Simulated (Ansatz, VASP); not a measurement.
**One calculation of NbInS4, two programs**

```
CELL_PARAMETERS angstrom
3.37926 0.00000 0.00000
0.00000 3.37926 0.00000
0.00000 0.00000 9.02570
ATOMIC_POSITIONS crystal
Nb 0.50000 0.50000 0.50000
In 0.00000 0.00000 0.00000
S 0.00000 0.00000 0.63820
S 0.50000 0.50000 0.17340
S 0.50000 0.50000 0.82660
S 0.00000 0.00000 0.36180
```

Change from the starting cell: species swapped into the CeDyC4 type (P4/mmm, No. 123).

Alike in both runs: task relaxation of cell and atoms; functional PBE; k mesh 6 × 6 × 2; occupations gaussian, width 0.1 eV; no spin polarisation.

|  | VASP | Ansatz |
| --- | --- | --- |
| version | VASP 6.6.1 | Ansatz 0.2.0 |
| potentials or method | VASP PAW PBE potentials, release 64 (Nb_sv, In_d, S), cutoff 600 eV | scalar-relativistic, plane waves, PAW |
| valence electrons in the cell | 50 | 50 |

VASP gave:

```
gap on the k mesh at the Fermi level, each at its own relaxed structure (eV) : none
relaxed volume (Å³/atom)                                                     : 21.07
relaxed cell length with the largest relative difference (Å)                 : 12.999
```

**Question.** Estimate Ansatz's values.

**Answer.** gap on the k mesh at the Fermi level, each at its own relaxed structure (eV): none; relaxed volume (Å³/atom): 21.18; relaxed cell length with the largest relative difference (Å): 13.074.

A gap of «none» marks a metal or a gap that the smearing closes.

Noted on VASP's run: the volume moved by over 15 % at a fixed basis, so the end points are rough.
